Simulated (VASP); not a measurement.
Mo, 1 atom in the cell. The structure is cubic, space group Im-3m (No. 229). The conventional cell has a = 3.150 Å, b = 3.150 Å, c = 3.150 Å, α = 90.00°, β = 90.00°, γ = 90.00°. Within 3.6 Å of Mo (site symmetry m-3m) lie 14 Mo at 2.73 to 3.15 Å. 

```yaml
Program: VASP 6.6.1
Task: single point
Functional: r2SCAN
Potentials_or_basis: VASP PAW PBE potentials, release 64 (Mo_sv)
Cutoff: 520 eV
k_mesh: 18 × 18 × 18
Occupations: gaussian, width 0.1 eV
Spin: no spin polarisation
Dipole_correction: no
Further_INCAR_settings: ALGO = Normal; EDIFF = 1e-06; NBANDS = 13
```

Potentials or basis: VASP PAW PBE potentials, release 64 (Mo_sv).

Run with:

```bash
$ cat potpaw_PBE.64/Mo_sv/POTCAR > POTCAR
$ cp INCAR.step1 INCAR
$ mpirun -np 1 vasp_std > vasp.out
$ cp INCAR.step2 INCAR
$ mpirun -np 1 vasp_std > vasp.out
```

Hardware: 1 thread of Intel Xeon 8259CL, on a shared host.

**Question.** How long does it take, and how much memory?

**Answer.** Run time: 3.2 min on 1 thread of Intel Xeon 8259CL (shared host), peak memory 0.16 GiB. Counts: k points 195.
